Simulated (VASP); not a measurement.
A run of VASP 6.6.1 is set up as follows.

The input POSCAR:

```
Al2Au
1.0
    0.0000000000      3.0000000000      3.0000000000
    3.0000000000      0.0000000000      3.0000000000
    3.0000000000      3.0000000000      0.0000000000
Au Al
1 2
Direct
    0.0000000000      0.0000000000      0.0000000000
    0.7500000000      0.7500000000      0.7500000000
    0.2500000000      0.2500000000      0.2500000000
```

INCAR.step1

```
PREC = Accurate
ENCUT = 600
ISMEAR = -1
SIGMA = 0.05
LREAL = F
LASPH = T
NELM = 60
GGA = PE
ALGO = Normal
EDIFF = 1E-4
LWAVE = T
LCHARG = F
```

The input INCAR.step2:

```
PREC = Accurate
ENCUT = 600
EDIFF = 1E-6
ISMEAR = -1
SIGMA = 0.05
LREAL = F
LASPH = T
NELM = 60
ALGO = Normal
ISIF = 3
LWAVE = F
LCHARG = F
METAGGA = R2SCAN
LMIXTAU = T
IBRION = 2
NSW = 60
EDIFFG = -0.01
PSTRESS = 200.0
ISTART = 1
```

File KPOINTS:

```
Automatic mesh
0
Gamma
  8 8 8
```

Potentials or basis: VASP PAW PBE potentials, release 64 (Au, Al).

Run with:

```console
$ cat potpaw_PBE.64/Au/POTCAR potpaw_PBE.64/Al/POTCAR > POTCAR
$ cp INCAR.step1 INCAR
$ mpirun -np 1 vasp_std > vasp.out
$ cp INCAR.step2 INCAR
$ mpirun -np 1 vasp_std > vasp.out
```

Q: Estimate the relaxed volume.

A: 15.90 Å³/atom.

Q: What does it give for the space group after relaxing (to 0.05 Å)?

A: Fm-3m (No. 225).

Step by step:
| step | energy change (eV) | largest force (eV/Å) | pressure (GPa) | volume (Å³) |
| --- | --- | --- | --- | --- |
| 1 | 0.0000 | 0.0000 | 0.16 | 54.00 |
| 2 | 3.1812 | 0.0000 | 88.44 | 38.39 |
| 3 | 0.3042 | 0.0000 | 18.30 | 48.11 |
| 4 | 0.3415 | 0.0000 | 19.62 | 47.80 |
| 5 | 0.3562 | 0.0000 | 20.13 | 47.68 |
| 6 | 0.3464 | 0.0000 | 19.80 | 47.76 |
| 7 | 0.3527 | 0.0000 | 20.04 | 47.71 |

Caveat: the cell is relaxed towards a set pressure, so the enthalpy falls and the energy may rise; the PAW data sets were made with another functional, which shifts forces and pressure a little.
